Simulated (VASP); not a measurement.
Crystal: C.

```
CELL_PARAMETERS angstrom
0.00000 1.78340 1.78340
1.78340 0.00000 1.78340
1.78340 1.78340 0.00000
ATOMIC_POSITIONS crystal
C 0.50000 0.50000 0.50000
C 0.75000 0.75000 0.75000
```

Base run:

```yaml
Program: VASP 6.6.1
Functional: r2SCAN
Potentials_or_basis: VASP PAW PBE potentials, release 64 (C)
Cutoff: 520 eV
k_mesh: 16 × 16 × 16
Occupations: fermi-dirac, width 0.03 eV
Spin: no spin polarisation
```

Its results: band gap on the k mesh 4.33 eV, indirect (least direct gap 5.84 eV); pressure -1.4 GPa.

The run is repeated on the same cell with these changes: functional from r2SCAN to PBEsol. What comes out?

Band gap on the k mesh 4.00 eV, indirect (least direct gap 5.54 eV); pressure -3.8 GPa.

r2SCAN gives the wider gap, since meta-GGAs in the generalised Kohn-Sham scheme recover part of the derivative discontinuity.

Caveats: the PAW data sets were made with another functional, which shifts forces and pressure a little.

A k mesh can miss the band edges.
